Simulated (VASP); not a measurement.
# GaP (R-3m) in VASP: notebook, part 2 of 3

VASP 6.6.1. The steps go on from the part before.

## (3) Single point, LDA (18.07 Å³/atom)

File INCAR:

```
PREC = Accurate ; ENCUT = 520
EDIFF = 1E-7 ; ISMEAR = 0
SIGMA = 0.05 ; LREAL = False
LASPH = True ; NELM = 60
ALGO = Normal ; ISIF = 2
LWAVE = False ; LCHARG = True
GGA = CA ; LELF = True
LVHAR = True ; NBANDS = 26
```

File KPOINTS:

```
regular mesh
0
Gamma
  9 9 9
```

File POSCAR:

```
GaP
1.0
    1.9214296035      1.1093378988      5.6516930357
   -1.9214296035      1.1093378988      5.6516930357
    0.0000000000     -2.2186757976      5.6516930357
Ga P
2 2
Direct
    0.4359784395      0.4359784395      0.4359784395
    0.5640215605      0.5640215605      0.5640215605
    0.0580350955      0.0580350955      0.0580350955
    0.9419649045      0.9419649045      0.9419649045
```

Potentials or basis: VASP PAW LDA potentials, release 64 (Ga_d, P).

Launch:

```
cat potpaw_LDA.64/Ga_d/POTCAR potpaw_LDA.64/P/POTCAR > POTCAR
mpirun -np 1 vasp_std > vasp.out
```

OUTCAR:

```text
PREC = Accurate
   ENCUT = 520
   EDIFF = 1E-7
   ISMEAR = 0
   LREAL = False
   LASPH = True
   NELM = 60
   ISIF = 2
   GGA = CA

 ion  position               nearest neighbor table
   1  0.436  0.436  0.436-   2 2.17   3 2.34   3 2.34   3 2.34
   2  0.564  0.564  0.564-   1 2.17   4 2.34   4 2.34   4 2.34
   3  0.058  0.058  0.058-   4 1.97   1 2.34   1 2.34   1 2.34
   4  0.942  0.942  0.942-   3 1.97   2 2.34   2 2.34   2 2.34

  LATTYP: Found a trigonal (rhomboedric) cell.
 ALAT       =     6.0715859925
 COS(alpha) =     0.7997029052

  Lattice vectors:

 A1 = (   1.9214296035,   1.1093378988,   5.6516930357)
 A2 = (  -1.9214296035,   1.1093378988,   5.6516930357)
 A3 = (   0.0000000000,  -2.2186757976,   5.6516930357)

Analysis of symmetry for initial positions (statically):
=====================================================================
 Subroutine PRICEL returns:
 Original cell was already a primitive cell.

 Routine SETGRP: Setting up the symmetry group for a
 trigonal (rhombohedral) supercell.

 Subroutine GETGRP returns: Found 12 space group operations
 (whereof 12 operations were pure point group operations)
 out of a pool of 12 trial point group operations.

The static configuration has the point symmetry D_3d.

Analysis of symmetry for dynamics (positions and initial velocities):
=====================================================================
 Subroutine PRICEL returns:
 Original cell was already a primitive cell.

 Routine SETGRP: Setting up the symmetry group for a
 trigonal (rhombohedral) supercell.

 Subroutine GETGRP returns: Found 12 space group operations
 (whereof 12 operations were pure point group operations)
 out of a pool of 12 trial point group operations.

The dynamic configuration has the point symmetry D_3d.

 Subroutine INISYM returns: Found 12 space group operations
 (whereof 12 operations are pure point group operations),
 and found     1 'primitive' translations

----------------------------------------------------------------------------------------

                                     Primitive cell

  volume of cell :      72.2800

  direct lattice vectors                    reciprocal lattice vectors
     1.921429604  1.109337899  5.651693036     0.260222909  0.150239766  0.058979377
    -1.921429604  1.109337899  5.651693036    -0.260222909  0.150239766  0.058979377
     0.000000000 -2.218675798  5.651693036     0.000000000 -0.300479533  0.058979377

  length of vectors
     6.071585993  6.071585993  6.071585993     0.306213188  0.306213188  0.306213188

  position of ions in fractional coordinates (direct lattice)
     0.435978439  0.435978439  0.435978439
     0.564021561  0.564021561  0.564021561
     0.058035096  0.058035096  0.058035096
     0.941964904  0.941964904  0.941964904

  ion indices of the primitive-cell ions
   primitive index   ion index
                 1           1
                 2           2
                 3           3
                 4           4

----------------------------------------------------------------------------------------

 KPOINTS: regular mesh

Automatic generation of k-mesh.
 Grid dimensions read from file:
 generate k-points for:    9    9    9

 Generating k-lattice:

  Cartesian coordinates                     Fractional coordinates (reciprocal lattice)
     0.028913657  0.016693307  0.006553264     0.111111111 -0.000000000 -0.000000000
    -0.028913657  0.016693307  0.006553264    -0.000000000  0.111111111 -0.000000000
     0.000000000 -0.033386615  0.006553264    -0.000000000 -0.000000000  0.111111111

  Length of vectors
     0.034023688  0.034023688  0.034023688

  Shift w.r.t. Gamma in fractional coordinates (k-lattice)
     0.000000000  0.000000000  0.000000000

 Subroutine IBZKPT returns following result:
 ===========================================

 Found     85 irreducible k-points:

 Following reciprocal coordinates:
            Coordinates               Weight
  0.000000  0.000000  0.000000      1.000000
  0.111111 -0.000000  0.000000      6.000000
  0.222222  0.000000  0.000000      6.000000
  0.333333  0.000000 -0.000000      6.000000
  0.444444  0.000000  0.000000      6.000000
  0.111111  0.111111 -0.000000      6.000000
[... 16 lines left out ...]
 -0.333333  0.333333  0.000000      6.000000
  0.444444  0.444444  0.000000      6.000000
 [... further k-points ...]
   k-points           NKPTS =     85   k-points in BZ     NKDIM =     85   number of bands    NBANDS=     26
   number of dos      NEDOS =    301   number of ions     NIONS =      4
   total plane-waves  NPLWV = 110592
   dimension x,y,z NGX =    48 NGY =   48 NGZ =   48
   dimension x,y,z NGXF=    96 NGYF=   96 NGZF=   96
   ions per type =               2   2
   NGX,Y,Z   is equivalent  to a cutoff of  13.14, 13.14, 13.14 a.u.
   NGXF,Y,Z  is equivalent  to a cutoff of  26.29, 26.29, 26.29 a.u.
 SYSTEM =  unknown system
   PREC   = accura    normal or accurate (medium, high low for compatibility)
   ISTART =      0    job   : 0-new  1-cont  2-samecut
   ICHARG =      2    charge: 1-file 2-atom 10-const
   ISPIN  =      1    spin polarized calculation?
   LNONCOLLINEAR =      F non collinear calculations
   LSORBIT =      F    spin-orbit coupling
   LASPH  =      T    aspherical Exc in radial PAW
   ENCUT  =  520.0 eV  38.22 Ry    6.18 a.u.  11.29 11.29 11.29*2*pi/ulx,y,z
   NELM   =     60;   NELMIN=  2; NELMDL= -5     # of ELM steps
   EDIFF  = 0.1E-06   stopping-criterion for ELM
   LREAL  =      F    real-space projection
   EDIFFG = 0.1E-05   stopping-criterion for IOM
   NSW    =      0    number of steps for IOM
   IBRION =     -1    ionic relax: 0-MD 1-quasi-New 2-CG
   NFREE  =      0    steps in history (QN), initial steepest desc. (CG)
   ISIF   =      2    stress and relaxation
   ISYM   =      2    0-nonsym 1-usesym 2-fastsym
   POTIM  = 0.5000    time-step for ionic-motion
   TEBEG  =    0.0;   TEEND  =   0.0 temperature during run
   PSTRESS=    0.0 pullay stress
   NELECT =      36.0000    total number of electrons
   NUPDOWN=      -1.0000    fix difference up-down
   EMIN   =  10.00;   EMAX   =-10.00  energy-range for DOS
   EFERMI =   0.00;   METHOD = LEGACY
   ISMEAR =     0;   SIGMA  =   0.05  broadening in eV -4-tet -1-fermi 0-gaus
   EFERMI_NEDOS =   21; number of points for ismear=-14 and -15
   IALGO  =     38    algorithm
   IMIX   =      4    mixing-type and parameters
     AMIX     =   0.40;   BMIX     =  1.00
     AMIX_MAG =   1.60;   BMIX_MAG =  1.00
  volume/ion in A,a.u.               =      18.07       121.94
  Fermi-wavevector in a.u.,A,eV,Ry     =   1.297686  2.452271 22.912060  1.683989
  Thomas-Fermi vector in A             =   2.429063
   LORBIT       =      0    0 simple, 1 ext, 2 COOP (PROOUT), +10 PAW based schemes
   GGA     = CA    functional components
   LHFCALC =     F    Hartree Fock is set to
   AEXX    =    0.0000 exact exchange contribution
   IVDW    =     0    specifies the selected vdW correction
   LEPSILON=     F    determine dielectric tensor
   LRPA    =     F    only Hartree local field effects (RPA)
 non-spin polarized calculation
 Gauss-broadening in eV      SIGMA  =   0.05
  energy-cutoff  :      520.00
  volume of cell :       72.28
 maximum number of plane-waves:      1963
 NGX is ok and might be reduce to    48
   NGX = 23   NGY = 23   NGZ = 23

 number of electron      36.0000003 magnetization

 Free energy of the ion-electron system (eV)
  ---------------------------------------------------
  ext. energy  EPLUGINS =         0.00000000
  ---------------------------------------------------
  free energy    TOTEN  =       -19.54460203 eV

  energy without entropy =      -19.54460203  energy(sigma->0) =      -19.54460203

 E-fermi :   6.2112     XC(G=0): -10.6636

 val. band max:        6.0320832033   @ k =   0.0000   0.0000   0.0000
 cond. band min:       6.3934319747   @ k =   0.2222   0.2222   0.2222
 fundamental gap:      0.3613487714
 Fermi energy:         6.2111738840

 k-point     1 :       0.0000    0.0000    0.0000
  band No.  band energies     occupation
      1      -9.3926      2.00000
      2      -9.0779      2.00000
      3      -9.0779      2.00000
      4      -8.9559      2.00000
      5      -8.9559      2.00000
      6      -8.8749      2.00000
[... 18 lines left out ...]
     25      10.7232      0.00000
     26      13.7229      0.00000
[... 644 lines left out ...]
      4      -9.0911      2.00000
      5      -8.9117      2.00000
      6      -8.9010      2.00000
[... 18 lines left out ...]
     25      14.5125      0.00000
     26      15.6380      0.00000

 [... further k-points ...]
[... 5 lines left out ...]
  --------------------------------------------------------------------------------------
  -------------------------------------------------------------------------------------
  Total       -0.3271184     -0.3271184     17.4996421      0.0000000      0.0000000      0.0000000
  in kB       -7.2509923     -7.2509923    387.9016300      0.0000000      0.0000000      0.0000000
  external PRESSURE =     124.4665485 kB  Pullay stress =       0.0000000 kB

 VOLUME and BASIS-vectors are now :
 -----------------------------------------------------------------------------
  energy-cutoff  :      520.00
  volume of cell :       72.28
      direct lattice vectors                 reciprocal lattice vectors
     1.921429604  1.109337899  5.651693036     0.260222909  0.150239766  0.058979377
    -1.921429604  1.109337899  5.651693036    -0.260222909  0.150239766  0.058979377
     0.000000000 -2.218675798  5.651693036     0.000000000 -0.300479533  0.058979377

 POSITION                                       TOTAL-FORCE (eV/Angst)
 -----------------------------------------------------------------------------------
      0.00000      0.00000      7.39205         0.000000     -0.000000     -1.805833
      0.00000      0.00000      9.56303         0.000000     -0.000000      1.805833
      0.00000      0.00000      0.98399         0.000000     -0.000000      3.412902
      0.00000      0.00000     15.97109         0.000000      0.000000     -3.412902
 -----------------------------------------------------------------------------------
    total drift:                                0.000000      0.000000      0.000000

  FREE ENERGIE OF THE ION-ELECTRON SYSTEM (eV)
  ---------------------------------------------------
  free  energy   TOTEN  =       -19.5446020308 eV

  energy  without entropy=      -19.5446020303  energy(sigma->0) =      -19.54460203
```

OSZICAR:

```text
N       E                     dE             d eps       ncg     rms          rms(c)
DAV:   1     0.232260178644E+03    0.23226E+03   -0.17107E+04  4508   0.211E+03
DAV:   2     0.726749355436E+01   -0.22499E+03   -0.21626E+03  4700   0.438E+02
DAV:   3    -0.193670001425E+02   -0.26634E+02   -0.26233E+02  5590   0.122E+02
DAV:   4    -0.201985316744E+02   -0.83153E+00   -0.82892E+00  5062   0.217E+01
DAV:   5    -0.202217906317E+02   -0.23259E-01   -0.23240E-01  6086   0.344E+00    0.873E+00
DAV:   6    -0.196892282612E+02    0.53256E+00   -0.55162E-01  6186   0.117E+01    0.531E+00
DAV:   7    -0.195468991873E+02    0.14233E+00   -0.51350E-01  4840   0.395E+00    0.106E+00
DAV:   8    -0.195451796313E+02    0.17196E-02   -0.50307E-02  5182   0.217E+00    0.519E-01
DAV:   9    -0.195447692532E+02    0.41038E-03   -0.56028E-03  6102   0.722E-01    0.203E-01
DAV:  10    -0.195445893006E+02    0.17995E-03   -0.68645E-04  4918   0.184E-01    0.539E-02
DAV:  11    -0.195446041287E+02   -0.14828E-04   -0.10159E-04  5300   0.641E-02    0.122E-02
DAV:  12    -0.195446018119E+02    0.23168E-05   -0.13394E-05  4982   0.244E-02    0.116E-02
DAV:  13    -0.195446019923E+02   -0.18038E-06   -0.17337E-06  5314   0.905E-03    0.659E-03
DAV:  14    -0.195446020308E+02   -0.38486E-07   -0.16934E-07  3918   0.401E-03
   1 F= -.19544602E+02 E0= -.19544602E+02  d E =-.426549E-09
```

Run time: 7.3 min. Hardware: 1 thread of Intel Xeon 8259CL, shared host; peak memory 0.34 GiB.

What came out:

```yaml
Free_energy: -19.5446 eV
Pressure: 12.4 GPa
Largest_force: 3.413 eV/Å
Band_gap_on_the_k_mesh: 0.36 eV (least direct gap 0.40 eV)
```

Forces on the atoms (eV/Å):
```
Ga   0.000  0.000 -1.806
Ga   0.000  0.000  1.806
P    0.000  0.000  3.413
P    0.000  0.000 -3.413
```

Caveat: the cell stands under pressure; an odd mesh through Γ misses points on the zone boundary, where band edges can lie; forces of over 1 eV/Å act on the atoms, so gaps and moduli don't describe the material at rest.

[end of part 2 of 3]
